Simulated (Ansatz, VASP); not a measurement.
# GaN in VASP and in Ansatz

The input INCAR:

```
PREC     = Accurate       # precision mode
ENCUT    = 520            # plane-wave cutoff, eV
EDIFF    = 1E-7           # SCF threshold, eV
ISMEAR   = -1             # smearing method
SIGMA    = 0.02           # smearing width, eV
LREAL    = False          # projectors in reciprocal space
LASPH    = True           # aspherical terms in the spheres
NELM     = 60             # most SCF steps
ALGO     = Normal         # electronic algorithm
ISIF     = 2              # what is computed and relaxed
LWAVE    = False          # write WAVECAR
LCHARG   = False          # write CHGCAR
GGA      = PE             # functional
NBANDS   = 16             # bands
```

File KPOINTS:

```
regular mesh
0
Gamma
  10 10 10
```

The input POSCAR:

```
GaN
1.0
   -0.0212960052      2.1085153689      2.1085153689
    2.1085153689     -0.0212960052      2.1085153689
    2.0872193637      2.0872193637      0.0000000000
Ga N
1 1
Direct
    0.5000000000      0.5000000000      0.5000000000
    0.0000000000      0.0000000000      0.0000000000
```

Input for Ansatz:

```yaml
crystal:
  lattice:
    - [-0.0212960052, 2.1085153689, 2.1085153689]
    - [2.1085153689, -0.0212960052, 2.1085153689]
    - [2.0872193637, 2.0872193637, 0.0]
  atoms:
    - { symbol: Ga, position: [0.5, 0.5, 0.5] }
    - { symbol: "N", position: [0.0, 0.0, 0.0] }
kpoints:
  mp_grid: { grid: [10, 10, 10] }
  band_path:
    path:
      - [0.0, 0.0, 0.0]
      - [0.5, 0.0, 0.5]
      - [0.625, 0.25, 0.625]
      - [0.375, 0.375, 0.75]
      - [0.5, 0.5, 0.5]
      - [0.5, 0.25, 0.75]
      - [0.174479, -0.174479, 0.0]
      - [0.5, 0.5, 0.0]
    npoints: 1
hamiltonian:
  xc: pbe
scf:
  occupations: { method: fermi_dirac, width: 0.02 }
  n_extra_bands: 4
output:
  forces: true
  stress: true
  eigenvalues: true
```

Change from the starting cell: shear_xy strain -2.0%.

Alike in both runs: task single point; functional PBE; k mesh 10 × 10 × 10; occupations fermi-dirac, width 0.02 eV; no spin polarisation.

|  | VASP | Ansatz |
| --- | --- | --- |
| version | VASP 6.6.1 | Ansatz 0.2.0 |
| potentials or method | VASP PAW PBE potentials, release 64 (Ga_d, N) | plane waves, PAW |
| plane-wave cutoff (eV) | 520 | 420 |
| valence electrons in the cell | 18 | 18 |

```tsv
	VASP	Ansatz	Ansatz less VASP
pressure (GPa)	9.1	8.3	-0.85
traceless stress, the component that is largest in VASP (GPa)	4.36	4.36	+0.005
```
